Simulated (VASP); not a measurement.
# AlN (a.bB): single point with PBEsol

The system is AlN (a.bB).

```
CELL_PARAMETERS angstrom
0.00000 2.18869 2.18869
2.18869 0.00000 2.18869
2.18869 2.18869 0.00000
ATOMIC_POSITIONS crystal
Al 0.00000 0.00000 0.00000
N 0.25000 0.25000 0.25000
```

```json
{
  "Program": "VASP 6.6.1",
  "Task": "single point",
  "Functional": "PBEsol",
  "Potentials or basis": "VASP PAW PBE potentials, release 64 (Al, N)",
  "Cutoff": "600 eV",
  "k mesh": "10 × 10 × 10",
  "Occupations": "gaussian, width 0.02 eV",
  "Spin": "no spin polarisation",
  "Dipole correction": "no",
  "Further INCAR settings": "ALGO = Normal; EDIFF = 1e-06; NBANDS = 11"
}
```

```json
{"Pressure": "-0.1 GPa", "Band gap on the k mesh": "3.18 eV, indirect (least direct gap 4.08 eV)"}
```

Levels at points of the mesh, in eV from the valence-band top:
```tsv
k point	band 2	band 3	band 4	band 5	band 6	band 7
(0.00, 0.00, 0.00)	0.00	0.00	0.00	4.08	12.41	12.41
(0.50, 0.00, 0.00)	-5.89	-0.48	-0.48	7.23	9.72	11.00
(0.50, 0.50, 0.00)	-4.93	-1.78	-1.78	3.18	8.44	13.79
```

It took 33 s on 1 thread of AMD EPYC 7R13, on a shared host, peak memory 0.12 GiB.

Caveat: the PAW data sets were made with another functional, which shifts forces and pressure a little. As with any semilocal functional, this PBEsol gap is likely too small.
